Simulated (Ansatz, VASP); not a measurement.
# Two plane-wave programs on Si

```
Si
1.0
     1.91443   -5.35268    0.00000
     1.91443    5.35268    0.00000
     0.00000    0.00000   12.67273
Si
12
Direct
  0.75727 0.24273 0.94511
  0.24273 0.75727 0.05489
  0.75727 0.24273 0.55489
  0.24273 0.75727 0.44511
  0.42869 0.57131 0.15727
  0.57131 0.42869 0.84273
  0.42869 0.57131 0.34273
  0.57131 0.42869 0.65727
  0.97127 0.02873 0.90937
  0.02873 0.97127 0.09063
  0.97127 0.02873 0.59063
  0.02873 0.97127 0.40937
```

Alike in both runs: task single point; functional PBEsol; k mesh 6 × 6 × 2; occupations gaussian, width 0.1 eV; no spin polarisation.

|  | VASP | Ansatz |
| --- | --- | --- |
| version | VASP 6.6.1 | Ansatz 0.2.0 |
| potentials or method | VASP PAW PBE potentials, release 64 (Si), cutoff 500 eV | scalar-relativistic, plane waves, PAW |
| valence electrons in the cell | 48 | 48 |

Ansatz gave:

* gap on the k mesh at the Fermi level (eV): 0.43
* least direct gap on the mesh (eV): 0.48
* pressure (GPa): -0.3
* traceless stress, the component that is largest in VASP (GPa): 0.08
* rms of the force components (eV/Å): 0.020

Question: Estimate VASP's values.

Answer: gap on the k mesh at the Fermi level (eV): 0.42; least direct gap on the mesh (eV): 0.48; pressure (GPa): -0.2; traceless stress, the component that is largest in VASP (GPa): 0.09; rms of the force components (eV/Å): 0.019.

VASP's potentials were made for PBE, not for PBEsol. Atom by atom the forces differ by 0.003 eV/Å (rms over components).
